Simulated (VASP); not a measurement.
SnP2:

```xyz
3
Lattice="1.8590 1.0733 4.7674 -1.8590 1.0733 4.7674 0.0000 -2.1465 4.7674" Properties=species:S:1:pos:R:3 pbc="T T T"
Sn    0.0000    0.0000    0.0000
P     0.0000    0.0000    5.9507
P     0.0000    0.0000    8.3516
```

The cell was generated, and may not be a known phase.

| Quantity | Value |
| --- | --- |
| Program | VASP 6.6.1 |
| Task | relaxation of cell and atoms |
| Functional | PBE |
| Potentials or basis | VASP PAW PBE potentials, release 64 (Sn_d, P) |
| Cutoff | 500 eV |
| k mesh | 6 × 6 × 6 |
| Occupations | gaussian, width 0.1 eV |
| Spin | no spin polarisation |

At the start: pressure 26.7 GPa; volume 19.02 Å³/atom.

Q: Where does the relaxation end?

A: Over 6 steps the energy falls by 571.9 meV/atom and the volume is 23.77 Å³/atom (+25.0 %); space group R-3m (No. 166, to 0.1 Å) before and after.

Step by step:
```csv
step,energy change (eV),largest force (eV/Å),pressure (GPa),volume (Å³)
1,0.0000,4.4119,26.69,57.07
2,-1.3183,0.1126,-6.07,87.09
3,-1.6491,0.7985,-2.93,73.56
4,-1.6491,0.8394,-2.71,73.21
5,-1.6805,0.9407,2.02,70.10
6,-1.7156,0.0185,-0.26,71.32
```

Final structure:
```
Sn P
1.0
     2.06608    1.19285    4.82339
    -2.06608    1.19285    4.82339
     0.00000   -2.38570    4.82339
Sn P
1 2
Direct
  0.00000 0.00000 0.00000
  0.42664 0.42664 0.42664
  0.57336 0.57336 0.57336
```

Caveat: the volume moved by over 15 % at a fixed basis, so the end points are rough.
